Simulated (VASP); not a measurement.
Pd, 2 atoms in the cell. Symmetry: Fd-3m, No. 227, cubic system. Conventional cell: a = 5.464 Å, b = 5.464 Å, c = 5.464 Å, α = 90.00°, β = 90.00°, γ = 90.00°. Within 3.1 Å of Pd (site symmetry -43m) lie 4 Pd at 2.37 Å.  This cell differs from its parent crystal: volume scaled by 0.92.

```yaml
Program: VASP 6.6.1
Task: single point
Functional: LDA
Potentials_or_basis: VASP PAW LDA potentials, release 64 (Pd)
Cutoff: 520 eV
k_mesh: 13 × 13 × 13
Occupations: fermi-dirac, width 0.1 eV
Spin: no spin polarisation
Dipole_correction: no
Further_INCAR_settings: ALGO = Normal; EDIFF = 1e-06; NBANDS = 17
```

Potentials or basis: VASP PAW LDA potentials, release 64 (Pd).

Run with:

```console
$ cat potpaw_LDA.64/Pd/POTCAR > POTCAR
$ mpirun -np 1 vasp_std > vasp.out
```

Hardware: 1 thread of Intel(R) Xeon(R) Platinum 8488C (Sapphire Rapids) (shared host).

Question: Estimate the wall time of this run.

Answer: Wall time 39 s on 1 thread of Intel(R) Xeon(R) Platinum 8488C (Sapphire Rapids), with other jobs on the host, peak memory 0.18 GiB. Counts: scf iterations 11, k points 84.
